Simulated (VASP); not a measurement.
# Au (P6_3/mmc) in VASP: a series of runs

Runs on Au. Level: RPBE. Tasks: single point.

Program: VASP 6.6.1. These are calculated values, not measurements. Logs are shortened: lines on timing, memory, paths and dates and some standing lists are left out, and cuts for length are marked.

**1. The cell of the first run**

It takes space group P6_3/mmc (No. 194, hexagonal). The conventional cell has a = 2.903 Å, b = 2.903 Å, c = 4.872 Å, α = 90.00°, β = 90.00°, γ = 120.00°. Within 3.8 Å of Au (site symmetry -6m2) lie 12 Au at 2.90 to 2.96 Å.

This isn't the form of Au at room conditions, which is fcc.

**2. Single point, RPBE (17.78 Å³/atom)**

Input file INCAR:

```
SYSTEM = Au
PREC     = Accurate       ! precision mode
ENCUT    = 520            ! plane-wave cutoff, eV
EDIFF    = 1E-7           ! SCF threshold, eV
ISMEAR   = -1             ! smearing method
SIGMA    = 0.1            ! smearing width, eV
LREAL    = .False.        ! projectors in reciprocal space
LASPH    = .True.         ! aspherical terms in the spheres
NELM     = 60             ! most SCF steps
ALGO     = Normal         ! electronic algorithm
ISIF     = 2              ! what is computed and relaxed
LWAVE    = .False.        ! write WAVECAR
LCHARG   = .False.        ! write CHGCAR
GGA      = RP             ! functional
NBANDS   = 18             ! bands
```

Input file KPOINTS:

```
regular mesh
0
Gamma
  14 14 7
  0 0 0
```

Input file POSCAR:

```
Au
1.0
    2.9032772313      0.0000000000      0.0000000000
   -1.4516386156      2.5143118366      0.0000000000
    0.0000000000      0.0000000000      4.8721619304
Au
2
Direct
    0.3333333333      0.6666666667      0.2500000000
    0.6666666667      0.3333333333      0.7500000000
```

Potentials or basis: VASP PAW PBE potentials, release 64 (Au).

The run is started by

```sh
$ cat potpaw_PBE.64/Au/POTCAR > POTCAR
$ mpirun -np 1 vasp_std > vasp.out
```

OUTCAR:

```text
SYSTEM = Au
   PREC = Accurate
   ENCUT = 520
   EDIFF = 1E-7
   ISMEAR = -1
   LREAL = .False.
   LASPH = .True.
   NELM = 60
   ISIF = 2
   GGA = RP

 ion  position               nearest neighbor table
   1  0.333  0.667  0.250-   2 2.96   2 2.96   2 2.96   2 2.96   2 2.96   2 2.96
   2  0.667  0.333  0.750-   1 2.96   1 2.96   1 2.96   1 2.96   1 2.96   1 2.96

  LATTYP: Found a hexagonal cell.
 ALAT       =     2.9032772313
 C/A-ratio  =     1.6781593841

  Lattice vectors:

 A1 = (   2.9032772313,   0.0000000000,   0.0000000000)
 A2 = (  -1.4516386156,   2.5143118366,   0.0000000000)
 A3 = (   0.0000000000,   0.0000000000,   4.8721619304)

Analysis of symmetry for initial positions (statically):
=====================================================================
 Subroutine PRICEL returns:
 Original cell was already a primitive cell.

 Routine SETGRP: Setting up the symmetry group for a
 hexagonal supercell.

 Subroutine GETGRP returns: Found 24 space group operations
 (whereof 12 operations were pure point group operations)
 out of a pool of 24 trial point group operations.

The static configuration has the point symmetry D_3d.
 The point group associated with its full space group is D_6h.

Analysis of symmetry for dynamics (positions and initial velocities):
=====================================================================
 Subroutine PRICEL returns:
 Original cell was already a primitive cell.

 Routine SETGRP: Setting up the symmetry group for a
 hexagonal supercell.

 Subroutine GETGRP returns: Found 24 space group operations
 (whereof 12 operations were pure point group operations)
 out of a pool of 24 trial point group operations.

The dynamic configuration has the point symmetry D_3d.
 The point group associated with its full space group is D_6h.

 Subroutine INISYM returns: Found 24 space group operations
 (whereof 12 operations are pure point group operations),
 and found     1 'primitive' translations

----------------------------------------------------------------------------------------

                                     Primitive cell

  volume of cell :      35.5655

[... 75 lines left out ...]
   ions per type =               2
   NGX,Y,Z   is equivalent  to a cutoff of  13.74, 13.74, 12.28 a.u.
   NGXF,Y,Z  is equivalent  to a cutoff of  27.49, 27.49, 24.57 a.u.
 SYSTEM =  Au
   PREC   = accura    normal or accurate (medium, high low for compatibility)
   ISTART =      0    job   : 0-new  1-cont  2-samecut
   ICHARG =      2    charge: 1-file 2-atom 10-const
   ISPIN  =      1    spin polarized calculation?
   LNONCOLLINEAR =      F non collinear calculations
   LSORBIT =      F    spin-orbit coupling
   LASPH  =      T    aspherical Exc in radial PAW
   ENCUT  =  520.0 eV  38.22 Ry    6.18 a.u.   5.40  5.40  9.06*2*pi/ulx,y,z
   NELM   =     60;   NELMIN=  2; NELMDL= -5     # of ELM steps
   EDIFF  = 0.1E-06   stopping-criterion for ELM
   LREAL  =      F    real-space projection
   EDIFFG = 0.1E-05   stopping-criterion for IOM
   NSW    =      0    number of steps for IOM
   IBRION =     -1    ionic relax: 0-MD 1-quasi-New 2-CG
   NFREE  =      0    steps in history (QN), initial steepest desc. (CG)
   ISIF   =      2    stress and relaxation
   ISYM   =      2    0-nonsym 1-usesym 2-fastsym
   POTIM  = 0.5000    time-step for ionic-motion
   TEBEG  =    0.0;   TEEND  =   0.0 temperature during run
   PSTRESS=    0.0 pullay stress
   NELECT =      22.0000    total number of electrons
   NUPDOWN=      -1.0000    fix difference up-down
   EMIN   =  10.00;   EMAX   =-10.00  energy-range for DOS
   EFERMI =   0.00;   METHOD = LEGACY
   ISMEAR =    -1;   SIGMA  =   0.10  broadening in eV -4-tet -1-fermi 0-gaus
   EFERMI_NEDOS =   21; number of points for ismear=-14 and -15
   IALGO  =     38    algorithm
   IMIX   =      4    mixing-type and parameters
     AMIX     =   0.40;   BMIX     =  1.00
     AMIX_MAG =   1.60;   BMIX_MAG =  1.00
  volume/ion in A,a.u.               =      17.78       120.00
  Fermi-wavevector in a.u.,A,eV,Ry     =   1.394888  2.635956 26.473018  1.945712
  Thomas-Fermi vector in A             =   2.518393
   LORBIT       =      0    0 simple, 1 ext, 2 COOP (PROOUT), +10 PAW based schemes
   GGA     = RP    functional components
   LHFCALC =     F    Hartree Fock is set to
   AEXX    =    0.0000 exact exchange contribution
   IVDW    =     0    specifies the selected vdW correction
   LEPSILON=     F    determine dielectric tensor
   LRPA    =     F    only Hartree local field effects (RPA)
 non-spin polarized calculation
  energy-cutoff  :      520.00
  volume of cell :       35.57
 maximum number of plane-waves:       979
 NGX is ok and might be reduce to    24
   NGX = 11   NGY = 11   NGZ = 19

 number of electron      22.0000001 magnetization

 Free energy of the ion-electron system (eV)
  ---------------------------------------------------
  ext. energy  EPLUGINS =         0.00000000
  ---------------------------------------------------
  free energy    TOTEN  =        -5.23726174 eV

  energy without entropy =       -5.20904022  energy(sigma->0) =       -5.22315098

 E-fermi :   8.8951     XC(G=0): -12.3716

 val. band max:        8.8903406973   @ k =   0.4286   0.0714   0.1429
 cond. band min:       8.9066612331   @ k =   0.2857   0.1429   0.4286
 fundamental gap:      0.0163205359
 Fermi energy:         8.8950813350

 k-point     1 :       0.0000    0.0000    0.0000
  band No.  band energies     occupation
      1      -0.4909      2.00000
      2       1.8820      2.00000
      3       4.2506      2.00000
      4       4.5086      2.00000
      5       4.5086      2.00000
      6       4.7968      2.00000
[... 481 lines left out ...]
      5       4.3302      2.00000
      6       4.4567      2.00000
[... 10 lines left out ...]
     17      19.7378      0.00000
     18      19.9550      0.00000

 [... further k-points ...]
[... 5 lines left out ...]
  --------------------------------------------------------------------------------------
  -------------------------------------------------------------------------------------
  Total        1.2789680      1.2789680      1.1450369      0.0000000      0.0000000      0.0000000
  in kB       57.6157085     57.6157085     51.5823016      0.0000000      0.0000000      0.0000000
  external PRESSURE =      55.6045729 kB  Pullay stress =       0.0000000 kB

 VOLUME and BASIS-vectors are now :
 -----------------------------------------------------------------------------
  energy-cutoff  :      520.00
  volume of cell :       35.57
      direct lattice vectors                 reciprocal lattice vectors
     2.903277231  0.000000000  0.000000000     0.344438343  0.198861570  0.000000000
    -1.451638616  2.514311837  0.000000000     0.000000000  0.397723141  0.000000000
     0.000000000  0.000000000  4.872161930     0.000000000  0.000000000  0.205247694

 POSITION                                       TOTAL-FORCE (eV/Angst)
 -----------------------------------------------------------------------------------
     -0.00000      1.67621      1.21804        -0.000000     -0.000000      0.000000
      1.45164      0.83810      3.65412         0.000000      0.000000      0.000000
 -----------------------------------------------------------------------------------
    total drift:                                0.000000     -0.000000      0.000000

  FREE ENERGIE OF THE ION-ELECTRON SYSTEM (eV)
  ---------------------------------------------------
  free  energy   TOTEN  =        -5.2372617383 eV

  energy  without entropy=       -5.2090402228  energy(sigma->0) =       -5.22315098
```

OSZICAR:

```text
N       E                     dE             d eps       ncg     rms          rms(c)
DAV:   1     0.124275962294E+03    0.12428E+03   -0.11758E+04  3464   0.118E+03
DAV:   2    -0.361580190134E+01   -0.12789E+03   -0.12211E+03  3652   0.261E+02
DAV:   3    -0.566342484831E+01   -0.20476E+01   -0.20357E+01  4126   0.331E+01
DAV:   4    -0.567207874193E+01   -0.86539E-02   -0.86530E-02  3804   0.228E+00
DAV:   5    -0.567215950689E+01   -0.80765E-04   -0.80764E-04  3932   0.236E-01    0.115E+01
DAV:   6    -0.526645456001E+01    0.40570E+00   -0.77412E-01  3588   0.811E+00    0.765E+00
DAV:   7    -0.524020818793E+01    0.26246E-01   -0.91174E-02  3748   0.278E+00    0.318E+00
DAV:   8    -0.523725397787E+01    0.29542E-02   -0.76713E-03  3630   0.686E-01    0.293E-01
DAV:   9    -0.523723845252E+01    0.15525E-04   -0.33722E-05  3912   0.487E-02    0.279E-02
DAV:  10    -0.523726216262E+01   -0.23710E-04   -0.15057E-05  3818   0.379E-02    0.550E-03
DAV:  11    -0.523726175372E+01    0.40890E-06   -0.21529E-07  3902   0.348E-03    0.103E-03
DAV:  12    -0.523726173831E+01    0.15408E-07   -0.79608E-09  1962   0.808E-04
   1 F= -.52372617E+01 E0= -.52231510E+01  d E =-.282215E-01
```

stdout:

```text
POSCAR found type information on POSCAR Au
 POSCAR found :  1 types and       2 ions
 scaLAPACK will be used
 -----------------------------------------------------------------------------
|                                                                             |
|                                                                             |
|     You enforced a specific xc type in the INCAR file but a different       |
|     I HOPE YOU KNOW WHAT YOU ARE DOING!                                     |
|                                                                             |
 -----------------------------------------------------------------------------

 LDA part: xc-table for (Slater+PW92), standard interpolation
 POSCAR, INCAR and KPOINTS ok, starting setup
 FFT: planning ... GRIDC
 FFT: planning ... GRID_SOFT
 FFT: planning ... GRID
 WAVECAR not read
 entering main loop
```

It took 69 s on 1 thread of Intel Xeon 8259CL, shared host; peak memory 0.19 GiB.

Results:

- Free energy: -5.2373 eV
- Pressure: 5.6 GPa
- Band gap on the k mesh: zero (bands 11 and 12 overlap by 5.78 eV)

Levels at points of the mesh, in eV from the Fermi level:
```tsv
k point	band 9	band 10	band 11	band 12	band 13	band 14
(0.00, 0.00, 0.00)	-3.46	-2.19	-2.19	-0.92	2.49	14.58
(0.50, 0.00, 0.00)	-1.89	-1.72	0.36	1.48	5.68	7.10
```

Caveat: the cell stands under pressure; the PAW data sets were made with another functional, which shifts forces and pressure a little; spin-orbit coupling is left out, which moves the levels of the heavy elements.

**3. Single point, RPBE (18.52 Å³/atom)**

This run uses another cell than the first one, of 18.52 Å³/atom.

Input file INCAR:

```
PREC = Accurate ; ENCUT = 520
EDIFF = 1E-6 ; ISMEAR = -1
SIGMA = 0.1 ; LREAL = F
LASPH = T ; NELM = 60
ALGO = Normal ; ISIF = 2
LWAVE = F ; LCHARG = T
GGA = RP ; LELF = T
LVHAR = T ; NBANDS = 18
```

Input file KPOINTS:

```
Automatic mesh
0
Gamma
  14 14 7
```

Input file POSCAR:

```
Au
1.0
    2.9430530950      0.0000000000      0.0000000000
   -1.4715265475      2.5487587450      0.0000000000
    0.0000000000      0.0000000000      4.9389121693
Au
2
Direct
    0.3333333333      0.6666666667      0.2500000000
    0.6666666667      0.3333333333      0.7500000000
```

Potentials or basis: VASP PAW PBE potentials, release 64 (Au).

The run is started by

```sh
$ cat potpaw_PBE.64/Au/POTCAR > POTCAR
$ mpirun -np 1 vasp_std > vasp.out
```

OUTCAR:

```text
PREC = Accurate
   ENCUT = 520
   EDIFF = 1E-6
   ISMEAR = -1
   LREAL = F
   LASPH = T
   NELM = 60
   ISIF = 2
   GGA = RP

 ion  position               nearest neighbor table
   1  0.333  0.667  0.250-   2 3.00   2 3.00   2 3.00   2 3.00   2 3.00   2 3.00
   2  0.667  0.333  0.750-   1 3.00   1 3.00   1 3.00   1 3.00   1 3.00   1 3.00

  LATTYP: Found a hexagonal cell.
 ALAT       =     2.9430530950
 C/A-ratio  =     1.6781593841

  Lattice vectors:

 A1 = (   2.9430530950,   0.0000000000,   0.0000000000)
 A2 = (  -1.4715265475,   2.5487587450,   0.0000000000)
 A3 = (   0.0000000000,   0.0000000000,   4.9389121693)

Analysis of symmetry for initial positions (statically):
=====================================================================
 Subroutine PRICEL returns:
 Original cell was already a primitive cell.

 Routine SETGRP: Setting up the symmetry group for a
 hexagonal supercell.

 Subroutine GETGRP returns: Found 24 space group operations
 (whereof 12 operations were pure point group operations)
 out of a pool of 24 trial point group operations.

The static configuration has the point symmetry D_3d.
 The point group associated with its full space group is D_6h.

Analysis of symmetry for dynamics (positions and initial velocities):
=====================================================================
 Subroutine PRICEL returns:
 Original cell was already a primitive cell.

 Routine SETGRP: Setting up the symmetry group for a
 hexagonal supercell.

 Subroutine GETGRP returns: Found 24 space group operations
 (whereof 12 operations were pure point group operations)
 out of a pool of 24 trial point group operations.

The dynamic configuration has the point symmetry D_3d.
 The point group associated with its full space group is D_6h.

 Subroutine INISYM returns: Found 24 space group operations
[... 106 lines left out ...]
   TEBEG  =    0.0;   TEEND  =   0.0 temperature during run
   PSTRESS=    0.0 pullay stress
   NELECT =      22.0000    total number of electrons
   NUPDOWN=      -1.0000    fix difference up-down
   EMIN   =  10.00;   EMAX   =-10.00  energy-range for DOS
   EFERMI =   0.00;   METHOD = LEGACY
   ISMEAR =    -1;   SIGMA  =   0.10  broadening in eV -4-tet -1-fermi 0-gaus
   EFERMI_NEDOS =   21; number of points for ismear=-14 and -15
   IALGO  =     38    algorithm
   IMIX   =      4    mixing-type and parameters
     AMIX     =   0.40;   BMIX     =  1.00
     AMIX_MAG =   1.60;   BMIX_MAG =  1.00
  volume/ion in A,a.u.               =      18.52       125.00
  Fermi-wavevector in a.u.,A,eV,Ry     =   1.376036  2.600330 25.762279  1.893474
  Thomas-Fermi vector in A             =   2.501317
   LORBIT       =      0    0 simple, 1 ext, 2 COOP (PROOUT), +10 PAW based schemes
   GGA     = RP    functional components
   LHFCALC =     F    Hartree Fock is set to
   AEXX    =    0.0000 exact exchange contribution
   IVDW    =     0    specifies the selected vdW correction
   LEPSILON=     F    determine dielectric tensor
   LRPA    =     F    only Hartree local field effects (RPA)
 non-spin polarized calculation
  energy-cutoff  :      520.00
  volume of cell :       37.05
 maximum number of plane-waves:      1021
 NGX is ok and might be reduce to    24
   NGX = 11   NGY = 11   NGZ = 19

 number of electron      21.9999997 magnetization

 Free energy of the ion-electron system (eV)
  ---------------------------------------------------
  ext. energy  EPLUGINS =         0.00000000
  ---------------------------------------------------
  free energy    TOTEN  =        -5.26344518 eV

  energy without entropy =       -5.23600940  energy(sigma->0) =       -5.24972729

 E-fermi :   8.2648     XC(G=0): -12.1246

 val. band max:        8.2643141797   @ k =   0.4286   0.0714   0.1429
 cond. band min:       8.2716673586   @ k =   0.3571   0.1429   0.2857
 fundamental gap:      0.0073531789
 Fermi energy:         8.2648000239

 k-point     1 :       0.0000    0.0000    0.0000
  band No.  band energies     occupation
      1      -0.7141      2.00000
      2       1.5986      2.00000
      3       3.8319      2.00000
      4       4.0748      2.00000
      5       4.0748      2.00000
      6       4.3413      2.00000
[... 481 lines left out ...]
      5       3.9157      2.00000
      6       4.0351      2.00000
[... 10 lines left out ...]
     17      18.8041      0.00000
     18      19.0446      0.00000

 [... further k-points ...]
[... 5 lines left out ...]
  --------------------------------------------------------------------------------------
  -------------------------------------------------------------------------------------
  Total        0.0481627      0.0481627     -0.0360071      0.0000000     -0.0000000      0.0000000
  in kB        2.0828758      2.0828758     -1.5571843      0.0000000     -0.0000000      0.0000000
  external PRESSURE =       0.8695225 kB  Pullay stress =       0.0000000 kB

 VOLUME and BASIS-vectors are now :
 -----------------------------------------------------------------------------
  energy-cutoff  :      520.00
  volume of cell :       37.05
      direct lattice vectors                 reciprocal lattice vectors
     2.943053095  0.000000000  0.000000000     0.339783201  0.196173922  0.000000000
    -1.471526547  2.548758745  0.000000000     0.000000000  0.392347845  0.000000000
     0.000000000  0.000000000  4.938912169     0.000000000  0.000000000  0.202473736

 POSITION                                       TOTAL-FORCE (eV/Angst)
 -----------------------------------------------------------------------------------
     -0.00000      1.69917      1.23473        -0.000000     -0.000000      0.000000
      1.47153      0.84959      3.70418         0.000000      0.000000      0.000000
 -----------------------------------------------------------------------------------
    total drift:                               -0.000000      0.000000     -0.000000

  FREE ENERGIE OF THE ION-ELECTRON SYSTEM (eV)
  ---------------------------------------------------
  free  energy   TOTEN  =        -5.2634451815 eV

  energy  without entropy=       -5.2360093956  energy(sigma->0) =       -5.24972729
```

stdout:

```text
POSCAR found type information on POSCAR Au
 POSCAR found :  1 types and       2 ions
 scaLAPACK will be used
 -----------------------------------------------------------------------------
|                                                                             |
|                                                                             |
|     You enforced a specific xc type in the INCAR file but a different       |
|     I HOPE YOU KNOW WHAT YOU ARE DOING!                                     |
|                                                                             |
 -----------------------------------------------------------------------------

 LDA part: xc-table for (Slater+PW92), standard interpolation
 POSCAR, INCAR and KPOINTS ok, starting setup
 FFT: planning ... GRIDC
 FFT: planning ... GRID_SOFT
 FFT: planning ... GRID
 WAVECAR not read
 entering main loop
```

Run time: 74 s. Hardware: 1 thread of Intel Xeon 8259CL, shared host; peak memory 0.19 GiB.

Results:

* Free energy: -5.2634 eV
* Pressure: 0.1 GPa
* Band gap on the k mesh: zero (bands 11 and 12 overlap by 5.59 eV)

Stress tensor (GPa, compression positive):
```
 0.21  0.00  0.00
 0.00  0.21  0.00
 0.00  0.00 -0.16
```

Caveat: the PAW data sets were made with another functional, which shifts forces and pressure a little; spin-orbit coupling is left out, which moves the levels of the heavy elements.
